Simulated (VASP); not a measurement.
# MoS2 in VASP: single point with r2SCAN

Aim: the single point of MoS2 with r2SCAN.

Program: VASP 6.6.1. These are calculated values, not measurements. Logs are shortened: lines on timing, memory, paths and dates and some standing lists are left out, and cuts for length are marked.

### 1 The cell of the first run

The cell holds a slab with vacuum, 12 atoms: a = 3.184 Å, b = 3.184 Å, c = 32.638 Å, α = 90.00°, β = 90.00°, γ = 120.00°.

### 2 Single point, r2SCAN (23.88 Å³/atom)

Input file POSCAR:

```
MoS2
1.0
    3.1837428147      0.0000000000      0.0000000000
   -1.5918714073      2.7572021566      0.0000000000
    0.0000000000      0.0000000000     32.6378322369
Mo S
4 8
Direct
    0.6666666667      0.3333333333      0.9004793519
    0.6666666667      0.3333333333      0.2984737772
    0.3333333333      0.6666666667      0.7015262228
    0.3333333333      0.6666666667      0.0995206481
    0.3333333333      0.6666666667      0.9480661990
    0.3333333333      0.6666666667      0.3460414459
    0.6666666667      0.3333333333      0.7491166194
    0.6666666667      0.3333333333      0.1471076115
    0.3333333333      0.6666666667      0.8528923885
    0.3333333333      0.6666666667      0.2508833806
    0.6666666667      0.3333333333      0.6539585541
    0.6666666667      0.3333333333      0.0519338010
```

Input file INCAR.step1:

```
PREC     = Accurate       # precision mode
ENCUT    = 520            # plane-wave cutoff, eV
ISMEAR   = 0              # smearing method
SIGMA    = 0.02           # smearing width, eV
LREAL    = False          # projectors in reciprocal space
LASPH    = True           # aspherical terms in the spheres
NELM     = 100            # most SCF steps
NBANDS   = 64             # bands
GGA      = PE             # functional
ALGO     = Normal         # electronic algorithm
EDIFF    = 1E-4           # SCF threshold, eV
LWAVE    = True           # write WAVECAR
LCHARG   = False          # write CHGCAR
```

Input file INCAR.step2:

```
PREC     = Accurate       # precision mode
ENCUT    = 520            # plane-wave cutoff, eV
EDIFF    = 1E-6           # SCF threshold, eV
ISMEAR   = 0              # smearing method
SIGMA    = 0.02           # smearing width, eV
LREAL    = False          # projectors in reciprocal space
LASPH    = True           # aspherical terms in the spheres
NELM     = 100            # most SCF steps
ALGO     = Normal         # electronic algorithm
ISIF     = 2              # what is computed and relaxed
LWAVE    = False          # write WAVECAR
LCHARG   = True           # write CHGCAR
METAGGA  = R2SCAN         # meta-GGA
LMIXTAU  = True         
LELF     = True           # ELF
LVHAR    = True         
NBANDS   = 64             # bands
ISTART   = 1
```

Input file KPOINTS:

```
Automatic mesh
0
Gamma
  12 12 1
```

Potentials or basis: VASP PAW PBE potentials, release 64 (Mo_sv, S).

Started as:

```bash
> cat potpaw_PBE.64/Mo_sv/POTCAR potpaw_PBE.64/S/POTCAR > POTCAR
> cp INCAR.step1 INCAR
> mpirun -np 1 vasp_std > vasp.out
> cp INCAR.step2 INCAR
> mpirun -np 1 vasp_std > vasp.out
```

OUTCAR:

```text
PREC = Accurate
   ENCUT = 520
   EDIFF = 1E-6
   ISMEAR = 0
   LREAL = False
   LASPH = True
   NELM = 100
   ISIF = 2
   METAGGA = R2SCAN
   ISTART = 1

 ion  position               nearest neighbor table
   1  0.667  0.333  0.900-   5 2.41   5 2.41   5 2.41   9 2.41   9 2.41   9 2.41
   2  0.667  0.333  0.298-   6 2.41   6 2.41   6 2.41  10 2.41  10 2.41  10 2.41
   3  0.333  0.667  0.702-  11 2.41  11 2.41  11 2.41   7 2.41   7 2.41   7 2.41
   4  0.333  0.667  0.100-  12 2.41  12 2.41  12 2.41   8 2.41   8 2.41   8 2.41
   5  0.333  0.667  0.948-   1 2.41   1 2.41   1 2.41
   6  0.333  0.667  0.346-   2 2.41   2 2.41   2 2.41
   7  0.667  0.333  0.749-   3 2.41   3 2.41   3 2.41
   8  0.667  0.333  0.147-   4 2.41   4 2.41   4 2.41
   9  0.333  0.667  0.853-   1 2.41   1 2.41   1 2.41
  10  0.333  0.667  0.251-   2 2.41   2 2.41   2 2.41
  11  0.667  0.333  0.654-   3 2.41   3 2.41   3 2.41
  12  0.667  0.333  0.052-   4 2.41   4 2.41   4 2.41

  LATTYP: Found a hexagonal cell.
 ALAT       =     3.1837428147
 C/A-ratio  =    10.2514035010

  Lattice vectors:

 A1 = (   3.1837428147,   0.0000000000,   0.0000000000)
 A2 = (  -1.5918714073,   2.7572021566,   0.0000000000)
 A3 = (   0.0000000000,   0.0000000000,  32.6378322369)

Analysis of symmetry for initial positions (statically):
=====================================================================
 Subroutine PRICEL returns:
 Original cell was already a primitive cell.

 Routine SETGRP: Setting up the symmetry group for a
 hexagonal supercell.

 Subroutine GETGRP returns: Found 12 space group operations
 (whereof 12 operations were pure point group operations)
 out of a pool of 24 trial point group operations.

The static configuration has the point symmetry D_3d.

Analysis of symmetry for dynamics (positions and initial velocities):
=====================================================================
 Subroutine PRICEL returns:
 Original cell was already a primitive cell.

 Routine SETGRP: Setting up the symmetry group for a
 hexagonal supercell.

 Subroutine GETGRP returns: Found 12 space group operations
 (whereof 12 operations were pure point group operations)
 out of a pool of 24 trial point group operations.

The dynamic configuration has the point symmetry D_3d.

 Subroutine INISYM returns: Found 12 space group operations
 (whereof 12 operations are pure point group operations),
 and found     1 'primitive' translations

----------------------------------------------------------------------------------------

                                     Primitive cell

  volume of cell :     286.5022

  direct lattice vectors                    reciprocal lattice vectors
     3.183742815  0.000000000  0.000000000     0.314095723  0.181343250  0.000000000
    -1.591871407  2.757202157  0.000000000     0.000000000  0.362686500  0.000000000
     0.000000000  0.000000000 32.637832237     0.000000000  0.000000000  0.030639290

  length of vectors
     3.183742815  3.183742815 32.637832237     0.362686500  0.362686500  0.030639290

  position of ions in fractional coordinates (direct lattice)
     0.666666667  0.333333333  0.900479352
     0.666666667  0.333333333  0.298473777
     0.333333333  0.666666667  0.701526223
     0.333333333  0.666666667  0.099520648
     0.333333333  0.666666667  0.948066199
     0.333333333  0.666666667  0.346041446
     0.666666667  0.333333333  0.749116619
     0.666666667  0.333333333  0.147107611
     0.333333333  0.666666667  0.852892389
     0.333333333  0.666666667  0.250883381
     0.666666667  0.333333333  0.653958554
     0.666666667  0.333333333  0.051933801

  ion indices of the primitive-cell ions
   primitive index   ion index
                 1           1
                 2           2
                 3           3
                 4           4
                 5           5
                 6           6
                 7           7
                 8           8
                 9           9
                10          10
                11          11
                12          12

----------------------------------------------------------------------------------------

 KPOINTS: Automatic mesh

Automatic generation of k-mesh.
 Grid dimensions read from file:
 generate k-points for:   12   12    1

 Generating k-lattice:

  Cartesian coordinates                     Fractional coordinates (reciprocal lattice)
     0.026174644  0.015111937  0.000000000     0.083333333  0.000000000  0.000000000
     0.000000000  0.030223875  0.000000000     0.000000000  0.083333333  0.000000000
     0.000000000  0.000000000  0.030639290     0.000000000  0.000000000  1.000000000

  Length of vectors
     0.030223875  0.030223875  0.030639290

  Shift w.r.t. Gamma in fractional coordinates (k-lattice)
     0.000000000  0.000000000  0.000000000

 Subroutine IBZKPT returns following result:
 ===========================================

 Found     19 irreducible k-points:

 Following reciprocal coordinates:
            Coordinates               Weight
  0.000000  0.000000  0.000000      1.000000
  0.083333  0.000000  0.000000      6.000000
  0.166667  0.000000  0.000000      6.000000
  0.250000  0.000000  0.000000      6.000000
  0.333333  0.000000  0.000000      6.000000
  0.416667  0.000000  0.000000      6.000000
[... 11 lines left out ...]
  0.333333  0.250000  0.000000     12.000000
  0.333333  0.333333  0.000000      2.000000
   k-points           NKPTS =     19   k-points in BZ     NKDIM =     19   number of bands    NBANDS=     64
   number of dos      NEDOS =    301   number of ions     NIONS =     12
   total plane-waves  NPLWV = 144000
   dimension x,y,z NGX =    24 NGY =   24 NGZ =  250
   dimension x,y,z NGXF=    48 NGYF=   48 NGZF=  500
   ions per type =               4   8
   NGX,Y,Z   is equivalent  to a cutoff of  12.53, 12.53, 12.73 a.u.
   NGXF,Y,Z  is equivalent  to a cutoff of  25.06, 25.06, 25.47 a.u.
 SYSTEM =  unknown system
   PREC   = accura    normal or accurate (medium, high low for compatibility)
   ISTART =      1    job   : 0-new  1-cont  2-samecut
   ICHARG =      0    charge: 1-file 2-atom 10-const
   ISPIN  =      1    spin polarized calculation?
   LNONCOLLINEAR =      F non collinear calculations
   LSORBIT =      F    spin-orbit coupling
   LASPH  =      T    aspherical Exc in radial PAW
   ENCUT  =  520.0 eV  38.22 Ry    6.18 a.u.   5.92  5.92 60.68*2*pi/ulx,y,z
   NELM   =    100;   NELMIN=  2; NELMDL=  0     # of ELM steps
   EDIFF  = 0.1E-05   stopping-criterion for ELM
   LREAL  =      F    real-space projection
   EDIFFG = 0.1E-04   stopping-criterion for IOM
   NSW    =      0    number of steps for IOM
   IBRION =     -1    ionic relax: 0-MD 1-quasi-New 2-CG
   NFREE  =      0    steps in history (QN), initial steepest desc. (CG)
   ISIF   =      2    stress and relaxation
   ISYM   =      2    0-nonsym 1-usesym 2-fastsym
   POTIM  = 0.5000    time-step for ionic-motion
   TEBEG  =    0.0;   TEEND  =   0.0 temperature during run
   PSTRESS=    0.0 pullay stress
   NELECT =     104.0000    total number of electrons
   NUPDOWN=      -1.0000    fix difference up-down
   EMIN   =  10.00;   EMAX   =-10.00  energy-range for DOS
   EFERMI =   0.00;   METHOD = LEGACY
   ISMEAR =     0;   SIGMA  =   0.02  broadening in eV -4-tet -1-fermi 0-gaus
   EFERMI_NEDOS =   21; number of points for ismear=-14 and -15
   IALGO  =     38    algorithm
   IMIX   =      4    mixing-type and parameters
     AMIX     =   0.40;   BMIX     =  1.00
     AMIX_MAG =   1.60;   BMIX_MAG =  1.00
  volume/ion in A,a.u.               =      23.88       161.12
  Fermi-wavevector in a.u.,A,eV,Ry     =   1.167822  2.206864 18.555737  1.363808
  Thomas-Fermi vector in A             =   2.304317
   LORBIT       =      0    0 simple, 1 ext, 2 COOP (PROOUT), +10 PAW based schemes
   METAGGA = R2SCAN    functional components
   LHFCALC =     F    Hartree Fock is set to
   AEXX    =    0.0000 exact exchange contribution
   IVDW    =     0    specifies the selected vdW correction
   LEPSILON=     F    determine dielectric tensor
   LRPA    =     F    only Hartree local field effects (RPA)
 non-spin polarized calculation
 Gauss-broadening in eV      SIGMA  =   0.02
  energy-cutoff  :      520.00
  volume of cell :      286.50
 maximum number of plane-waves:      7767
 NGX is ok and might be reduce to    24
   NGX = 11   NGY = 11   NGZ =121

 number of electron     103.9999997 magnetization

 Free energy of the ion-electron system (eV)
  ---------------------------------------------------
  ext. energy  EPLUGINS =         0.00000000
  ---------------------------------------------------
  free energy    TOTEN  =      -180.12871876 eV

  energy without entropy =     -180.12871876  energy(sigma->0) =     -180.12871876

 E-fermi :   4.2099     XC(G=0):  -8.9599

 val. band max:        3.9558863227   @ k =   0.0000   0.0000   0.0000
 cond. band min:       5.1991670081   @ k =   0.3333   0.3333   0.0000
 fundamental gap:      1.2432806854
 Fermi energy:         4.2098593571

 k-point     1 :       0.0000    0.0000    0.0000
  band No.  band energies     occupation
      1     -59.3547      2.00000
      2     -59.3547      2.00000
      3     -59.3541      2.00000
      4     -59.3541      2.00000
      5     -32.7671      2.00000
      6     -32.7671      2.00000
[... 56 lines left out ...]
     63       6.6415      0.00000
     64       6.6601      0.00000

 k-point     2 :       0.0833    0.0000    0.0000
  band No.  band energies     occupation
      1     -59.3519      2.00000
      2     -59.3519      2.00000
      3     -59.3513      2.00000
      4     -59.3513      2.00000
      5     -32.7616      2.00000
      6     -32.7616      2.00000
[... 56 lines left out ...]
     63       6.5363      0.00000
     64       6.5728      0.00000

 k-point     3 :       0.1667    0.0000    0.0000
  band No.  band energies     occupation
      1     -59.3443      2.00000
      2     -59.3443      2.00000
      3     -59.3438      2.00000
      4     -59.3438      2.00000
      5     -32.7465      2.00000
      6     -32.7465      2.00000
[... 1061 lines left out ...]
     63       7.0229      0.00000
     64       7.1028      0.00000

 k-point    19 :       0.3333    0.3333    0.0000
  band No.  band energies     occupation
      1     -59.3080      2.00000
      2     -59.3080      2.00000
      3     -59.3075      2.00000
      4     -59.3075      2.00000
      5     -32.8589      2.00000
      6     -32.8589      2.00000
[... 56 lines left out ...]
     63       7.2185      0.00000
     64       7.2185      0.00000

------------------------ aborting loop because EDIFF is reached ----------------------------------------

  FORCE on cell =-STRESS in cart. coord.  units (eV):
  Direction    XX          YY          ZZ          XY          YZ          ZX
  --------------------------------------------------------------------------------------
  -------------------------------------------------------------------------------------
  Total        0.1184077      0.1184077     -0.0952218      0.0000000      0.0000000     -0.0000000
  in kB        0.6621597      0.6621597     -0.5324992      0.0000000      0.0000000     -0.0000000
  external PRESSURE =       0.2639401 kB  Pullay stress =       0.0000000 kB

 VOLUME and BASIS-vectors are now :
 -----------------------------------------------------------------------------
  energy-cutoff  :      520.00
  volume of cell :      286.50
      direct lattice vectors                 reciprocal lattice vectors
     3.183742815  0.000000000  0.000000000     0.314095723  0.181343250  0.000000000
    -1.591871407  2.757202157  0.000000000     0.000000000  0.362686500  0.000000000
     0.000000000  0.000000000 32.637832237     0.000000000  0.000000000  0.030639290

 POSITION                                       TOTAL-FORCE (eV/Angst)
 -----------------------------------------------------------------------------------
      1.59187      0.91907     29.38969         0.000000     -0.000000     -0.000013
      1.59187      0.91907      9.74154        -0.000000     -0.000000      0.000306
     -0.00000      1.83813     22.89630         0.000000      0.000000     -0.000306
     -0.00000      1.83813      3.24814         0.000000     -0.000000      0.000013
     -0.00000      1.83813     30.94283        -0.000000      0.000000     -0.001322
     -0.00000      1.83813     11.29404         0.000000      0.000000     -0.001825
      1.59187      0.91907     24.44954        -0.000000     -0.000000     -0.001481
      1.59187      0.91907      4.80127        -0.000000     -0.000000     -0.001714
     -0.00000      1.83813     27.83656         0.000000      0.000000      0.001714
     -0.00000      1.83813      8.18829        -0.000000      0.000000      0.001481
      1.59187      0.91907     21.34379        -0.000000     -0.000000      0.001825
      1.59187      0.91907      1.69501        -0.000000     -0.000000      0.001322
 -----------------------------------------------------------------------------------
    total drift:                               -0.000000      0.000000      0.000000

  FREE ENERGIE OF THE ION-ELECTRON SYSTEM (eV)
  ---------------------------------------------------
  free  energy   TOTEN  =      -180.1287187608 eV

  energy  without entropy=     -180.1287187608  energy(sigma->0) =     -180.12871876
```

Run time: 26 min. Hardware: 1 thread of AMD EPYC 9R45 (Zen 5), shared host; peak memory 0.52 GiB.

Results:

* Free energy: -180.1287 eV
* Band gap on the k mesh: 1.24 eV (least direct gap 1.74 eV)

Levels at points of the mesh, in eV from the valence-band top:
```tsv
k point	band 48	band 49	band 50	band 51	band 52	band 53	band 54	band 55	band 56	band 57
(0.00, 0.00, 0.00)	-1.70	-0.72	-0.44	-0.17	0.00	2.43	2.43	2.43	2.43	2.44
(0.50, 0.00, 0.00)	-1.58	-1.18	-1.16	-1.14	-1.13	1.86	1.87	1.88	1.88	2.33
```

Caveat: there is no dipole correction, which matters where the two faces differ; the PAW data sets were made with another functional, which shifts forces and pressure a little.
